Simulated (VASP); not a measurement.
# C (R-3m) in VASP: a series of runs

Runs on C. Level: LDA. Tasks: single point.

All numbers are computed with VASP 6.6.1; they aren't measurements. Logs are shortened: lines on timing, memory, paths and dates and some standing lists are left out, and cuts for length are marked.

### 1 The cell of the first run

Symmetry: R-3m, No. 166, trigonal system. Conventional cell: a = 2.333 Å, b = 2.333 Å, c = 9.539 Å, α = 90.00°, β = 90.00°, γ = 120.00°. C (site symmetry 3m) has 3 C at 1.35 Å within 1.8 Å.

### 2 Single point, LDA (strain -0.050 along x and y, -0.050 along z)

Contents of INCAR:

```
ALGO = Normal ; EDIFF = 1E-7
ENCUT = 520 ; GGA = CA
ISIF = 2 ; ISMEAR = 0
LASPH = T ; LCHARG = F
LREAL = F ; LWAVE = F
NBANDS = 11 ; NELM = 60
PREC = Accurate ; SIGMA = 0.05
```

Contents of KPOINTS:

```
k-points
0
Gamma
  12 12 12
```

Contents of POSCAR:

```
C
1.0
    1.1666250292      0.6735512746      3.1796602974
   -1.1666250292      0.6735512746      3.1796602974
    0.0000000000     -1.3471025493      3.1796602974
C
2
Direct
    0.1640000000      0.1640000000      0.1640000000
    0.8360000000      0.8360000000      0.8360000000
```

Potentials or basis: VASP PAW LDA potentials, release 64 (C).

Launch:

```bash
$ cat potpaw_LDA.64/C/POTCAR > POTCAR
$ mpirun -np 1 vasp_std > vasp.out
```

OUTCAR:

```text
EDIFF = 1E-7
   ENCUT = 520
   GGA = CA
   ISIF = 2
   ISMEAR = 0
   LASPH = T
   LREAL = F
   NELM = 60
   PREC = Accurate

 ion  position               nearest neighbor table
   1  0.164  0.164  0.164-   2 1.35   2 1.35   2 1.35
   2  0.836  0.836  0.836-   1 1.35   1 1.35   1 1.35

  LATTYP: Found a trigonal (rhomboedric) cell.
 ALAT       =     3.4532484540
 COS(alpha) =     0.7717362630

  Lattice vectors:

 A1 = (   1.1666250292,   0.6735512746,   3.1796602974)
 A2 = (  -1.1666250292,   0.6735512746,   3.1796602974)
 A3 = (   0.0000000000,  -1.3471025493,   3.1796602974)

Analysis of symmetry for initial positions (statically):
=====================================================================
 Subroutine PRICEL returns:
 Original cell was already a primitive cell.

 Routine SETGRP: Setting up the symmetry group for a
 trigonal (rhombohedral) supercell.

 Subroutine GETGRP returns: Found 12 space group operations
 (whereof 12 operations were pure point group operations)
 out of a pool of 12 trial point group operations.

The static configuration has the point symmetry D_3d.

Analysis of symmetry for dynamics (positions and initial velocities):
=====================================================================
 Subroutine PRICEL returns:
 Original cell was already a primitive cell.

 Routine SETGRP: Setting up the symmetry group for a
 trigonal (rhombohedral) supercell.

 Subroutine GETGRP returns: Found 12 space group operations
 (whereof 12 operations were pure point group operations)
 out of a pool of 12 trial point group operations.

The dynamic configuration has the point symmetry D_3d.

 Subroutine INISYM returns: Found 12 space group operations
 (whereof 12 operations are pure point group operations),
 and found     1 'primitive' translations

----------------------------------------------------------------------------------------

                                     Primitive cell

  volume of cell :      14.9911

  direct lattice vectors                    reciprocal lattice vectors
     1.166625029  0.673551275  3.179660297     0.428586725  0.247444661  0.104833002
    -1.166625029  0.673551275  3.179660297    -0.428586725  0.247444661  0.104833002
     0.000000000 -1.347102549  3.179660297     0.000000000 -0.494889322  0.104833002

  length of vectors
     3.453248454  3.453248454  3.453248454     0.505870931  0.505870931  0.505870931

  position of ions in fractional coordinates (direct lattice)
     0.164000000  0.164000000  0.164000000
     0.836000000  0.836000000  0.836000000

  ion indices of the primitive-cell ions
   primitive index   ion index
                 1           1
                 2           2

----------------------------------------------------------------------------------------

 KPOINTS: k-points

Automatic generation of k-mesh.
 Grid dimensions read from file:
 generate k-points for:   12   12   12

 Generating k-lattice:

  Cartesian coordinates                     Fractional coordinates (reciprocal lattice)
     0.035715560  0.020620388  0.008736083     0.083333333  0.000000000  0.000000000
    -0.035715560  0.020620388  0.008736083     0.000000000  0.083333333  0.000000000
     0.000000000 -0.041240777  0.008736083     0.000000000  0.000000000  0.083333333

  Length of vectors
     0.042155911  0.042155911  0.042155911

  Shift w.r.t. Gamma in fractional coordinates (k-lattice)
     0.000000000  0.000000000  0.000000000

 Subroutine IBZKPT returns following result:
 ===========================================

 Found    189 irreducible k-points:

 Following reciprocal coordinates:
            Coordinates               Weight
  0.000000  0.000000  0.000000      1.000000
  0.083333  0.000000 -0.000000      6.000000
  0.166667 -0.000000 -0.000000      6.000000
  0.250000 -0.000000 -0.000000      6.000000
  0.333333 -0.000000 -0.000000      6.000000
  0.416667 -0.000000 -0.000000      6.000000
[... 16 lines left out ...]
  0.500000  0.166667 -0.000000     12.000000
 -0.416667  0.166667  0.000000     12.000000
 [... further k-points ...]
   k-points           NKPTS =    189   k-points in BZ     NKDIM =    189   number of bands    NBANDS=     11
   number of dos      NEDOS =    301   number of ions     NIONS =      2
   total plane-waves  NPLWV =  21952
   dimension x,y,z NGX =    28 NGY =   28 NGZ =   28
   dimension x,y,z NGXF=    56 NGYF=   56 NGZF=   56
   ions per type =               2
   NGX,Y,Z   is equivalent  to a cutoff of  13.48, 13.48, 13.48 a.u.
   NGXF,Y,Z  is equivalent  to a cutoff of  26.96, 26.96, 26.96 a.u.
 SYSTEM =  unknown system
   PREC   = accura    normal or accurate (medium, high low for compatibility)
   ISTART =      0    job   : 0-new  1-cont  2-samecut
   ICHARG =      2    charge: 1-file 2-atom 10-const
   ISPIN  =      1    spin polarized calculation?
   LNONCOLLINEAR =      F non collinear calculations
   LSORBIT =      F    spin-orbit coupling
   LASPH  =      T    aspherical Exc in radial PAW
   ENCUT  =  520.0 eV  38.22 Ry    6.18 a.u.   6.42  6.42  6.42*2*pi/ulx,y,z
   NELM   =     60;   NELMIN=  2; NELMDL= -5     # of ELM steps
   EDIFF  = 0.1E-06   stopping-criterion for ELM
   LREAL  =      F    real-space projection
   EDIFFG = 0.1E-05   stopping-criterion for IOM
   NSW    =      0    number of steps for IOM
   IBRION =     -1    ionic relax: 0-MD 1-quasi-New 2-CG
   NFREE  =      0    steps in history (QN), initial steepest desc. (CG)
   ISIF   =      2    stress and relaxation
   ISYM   =      2    0-nonsym 1-usesym 2-fastsym
   POTIM  = 0.5000    time-step for ionic-motion
   TEBEG  =    0.0;   TEEND  =   0.0 temperature during run
   PSTRESS=    0.0 pullay stress
   NELECT =       8.0000    total number of electrons
   NUPDOWN=      -1.0000    fix difference up-down
   EMIN   =  10.00;   EMAX   =-10.00  energy-range for DOS
   EFERMI =   0.00;   METHOD = LEGACY
   ISMEAR =     0;   SIGMA  =   0.05  broadening in eV -4-tet -1-fermi 0-gaus
   EFERMI_NEDOS =   21; number of points for ismear=-14 and -15
   IALGO  =     38    algorithm
   IMIX   =      4    mixing-type and parameters
     AMIX     =   0.40;   BMIX     =  1.00
     AMIX_MAG =   1.60;   BMIX_MAG =  1.00
  volume/ion in A,a.u.               =       7.50        50.58
  Fermi-wavevector in a.u.,A,eV,Ry     =   1.327884  2.509337 23.990830  1.763276
  Thomas-Fermi vector in A             =   2.457163
   LORBIT       =      0    0 simple, 1 ext, 2 COOP (PROOUT), +10 PAW based schemes
   GGA     = CA    functional components
   LHFCALC =     F    Hartree Fock is set to
   AEXX    =    0.0000 exact exchange contribution
   IVDW    =     0    specifies the selected vdW correction
   LEPSILON=     F    determine dielectric tensor
   LRPA    =     F    only Hartree local field effects (RPA)
 non-spin polarized calculation
 Gauss-broadening in eV      SIGMA  =   0.05
  energy-cutoff  :      520.00
  volume of cell :       14.99
 maximum number of plane-waves:       423
 NGX is ok and might be reduce to    28
   NGX = 13   NGY = 13   NGZ = 13

 number of electron       8.0000000 magnetization

 Free energy of the ion-electron system (eV)
  ---------------------------------------------------
  ext. energy  EPLUGINS =         0.00000000
  ---------------------------------------------------
  free energy    TOTEN  =       -19.85831405 eV

  energy without entropy =      -19.85831405  energy(sigma->0) =      -19.85831405

 E-fermi :   5.8382     XC(G=0): -11.4557

 val. band max:        5.6260487654   @ k =  -0.3333   0.3333   0.0000
 cond. band min:       6.5864190740   @ k =  -0.3333   0.3333   0.0000
 fundamental gap:      0.9603703087
 Fermi energy:         5.8381812286

 k-point     1 :       0.0000    0.0000    0.0000
  band No.  band energies     occupation
      1     -14.7140      2.00000
      2      -1.3084      2.00000
      3       3.2695      2.00000
      4       3.2695      2.00000
      5       9.7595      0.00000
      6      15.6046      0.00000
      7      15.6046      0.00000
      8      19.4959      0.00000
      9      23.0946      0.00000
     10      30.8677      0.00000
     11      34.1906      0.00000

 k-point     2 :       0.0833    0.0000   -0.0000
  band No.  band energies     occupation
      1     -14.5293      2.00000
      2      -1.1189      2.00000
      3       2.5870      2.00000
      4       2.8708      2.00000
      5      10.0170      0.00000
      6      15.7339      0.00000
      7      16.4130      0.00000
      8      18.7901      0.00000
      9      23.2946      0.00000
     10      31.4735      0.00000
     11      32.4836      0.00000

 k-point     3 :       0.1667   -0.0000   -0.0000
  band No.  band energies     occupation
      1     -13.9774      2.00000
      2      -0.5568      2.00000
      3       0.8495      2.00000
      4       1.9466      2.00000
      5      10.7833      0.00000
      6      15.8786      0.00000
      7      16.9958      0.00000
      8      18.5444      0.00000
      9      23.8535      0.00000
     10      29.5457      0.00000
     11      31.8146      0.00000

 k-point     4 :       0.2500   -0.0000   -0.0000
  band No.  band energies     occupation
      1     -13.0659      2.00000
      2      -1.4338      2.00000
      3       0.3950      2.00000
      4       0.9315      2.00000
      5      11.9359      0.00000
      6      14.5929      0.00000
      7      15.9875      0.00000
      8      21.4806      0.00000
      9      24.2023      0.00000
     10      27.5851      0.00000
     11      29.9787      0.00000
[... 239 lines left out ...]
 k-point    22 :       0.4167    0.1667   -0.0000
  band No.  band energies     occupation
      1     -11.2120      2.00000
      2      -3.6275      2.00000
      3      -1.7725      2.00000
      4       1.7425      2.00000
      5      11.1566      0.00000
      6      15.6378      0.00000
      7      18.3665      0.00000
      8      21.0141      0.00000
      9      22.1049      0.00000
     10      27.2069      0.00000
     11      31.5672      0.00000

 k-point    23 :       0.5000    0.1667   -0.0000
  band No.  band energies     occupation
      1      -9.6467      2.00000
      2      -5.8093      2.00000
      3      -2.3615      2.00000
      4       3.2492      2.00000
      5       9.1688      0.00000
      6      17.2196      0.00000
      7      18.4805      0.00000
      8      20.2573      0.00000
      9      22.0320      0.00000
     10      27.3398      0.00000
     11      32.3978      0.00000

 k-point    24 :      -0.4167    0.1667    0.0000
  band No.  band energies     occupation
      1      -8.0543      2.00000
      2      -7.6330      2.00000
      3      -2.5576      2.00000
      4       4.5191      2.00000
      5       7.7914      0.00000
      6      17.8847      0.00000
      7      18.3895      0.00000
      8      18.8461      0.00000
      9      22.7164      0.00000
     10      28.4356      0.00000
     11      31.6109      0.00000

 [... further k-points ...]
[... 5 lines left out ...]
  --------------------------------------------------------------------------------------
  -------------------------------------------------------------------------------------
  Total        7.3899503      7.3899503      0.0502865      0.0000000     -0.0000000      0.0000000
  in kB      789.8018940    789.8018939      5.3743739      0.0000000     -0.0000000      0.0000000
  external PRESSURE =     528.3260539 kB  Pullay stress =       0.0000000 kB

 VOLUME and BASIS-vectors are now :
 -----------------------------------------------------------------------------
  energy-cutoff  :      520.00
  volume of cell :       14.99
      direct lattice vectors                 reciprocal lattice vectors
     1.166625029  0.673551275  3.179660297     0.428586725  0.247444661  0.104833002
    -1.166625029  0.673551275  3.179660297    -0.428586725  0.247444661  0.104833002
     0.000000000 -1.347102549  3.179660297     0.000000000 -0.494889322  0.104833002

 POSITION                                       TOTAL-FORCE (eV/Angst)
 -----------------------------------------------------------------------------------
      0.00000     -0.00000      1.56439         0.000000     -0.000000      0.768388
      0.00000     -0.00000      7.97459         0.000000      0.000000     -0.768388
 -----------------------------------------------------------------------------------
    total drift:                                0.000000     -0.000000      0.000000

  FREE ENERGIE OF THE ION-ELECTRON SYSTEM (eV)
  ---------------------------------------------------
  free  energy   TOTEN  =       -19.8583140547 eV

  energy  without entropy=      -19.8583140547  energy(sigma->0) =      -19.85831405
```

It took 36 s on 1 thread of Intel Xeon Platinum 8375C at 2.90GHz (Ice Lake), shared host; peak memory 0.15 GiB.

What came out:

```
Free energy            : -19.8583 eV
Pressure               : 52.8 GPa
Largest force          : 0.768 eV/Å
Band gap on the k mesh : 0.96 eV, direct
```

Forces on the atoms (eV/Å):
```
C    0.000  0.000  0.768
C    0.000  0.000 -0.768
```

Stress tensor (GPa, compression positive):
```
78.98  0.00  0.00
 0.00 78.98  0.00
 0.00  0.00  0.54
```

Caveat: the cell differs from its parent crystal (strain -0.050 along x and y, -0.050 along z). A k mesh can miss the band edges.

### 3 Single point, LDA

Contents of INCAR:

```
SYSTEM = C
ALGO = Normal ; EDIFF = 1E-6
ENCUT = 520 ; ISIF = 2
ISMEAR = 0 ; LASPH = .True.
LCHARG = .False. ; LREAL = .False.
LWAVE = .False. ; NBANDS = 11
NELM = 80 ; PREC = Accurate
SIGMA = 0.05
```

Contents of KPOINTS:

```
k-points
0
Gamma
  12 12 12
  0 0 0
```

POSCAR is that of step 2.

Potentials or basis: VASP PAW LDA potentials, release 64 (C).

Launch:

```bash
$ cat potpaw_LDA.64/C/POTCAR > POTCAR
$ mpirun -np 1 vasp_std > vasp.out
```

Wall time 37 s (1 thread of Intel Xeon Platinum 8375C at 2.90GHz (Ice Lake), shared host); peak memory 0.15 GiB.

The run converged. Its results:

* Free energy: -19.8583 eV
* Pressure: 52.8 GPa
* Largest force: 0.768 eV/Å
* Band gap on the k mesh: 0.96 eV, direct

Forces on the atoms (eV/Å):
```
C    0.000  0.000  0.768
C    0.000  0.000 -0.768
```

Stress tensor (GPa, compression positive):
```
78.98  0.00  0.00
 0.00 78.98  0.00
 0.00  0.00  0.54
```

Levels at points of the mesh, in eV from the valence-band top:
| k point | band 2 | band 3 | band 4 | band 5 | band 6 | band 7 |
| --- | --- | --- | --- | --- | --- | --- |
| (0.00, 0.00, 0.00) | -6.93 | -2.36 | -2.36 | 4.13 | 9.98 | 9.98 |
| (0.50, 0.00, 0.00) | -13.78 | -6.26 | -1.66 | 2.45 | 10.01 | 13.15 |
| (0.50, 0.50, 0.00) | -13.66 | -6.33 | -2.71 | 1.75 | 9.41 | 14.21 |
| (0.50, 0.50, 0.50) | -9.47 | -2.38 | -2.38 | 9.93 | 9.93 | 11.47 |

A k mesh can miss the band edges.
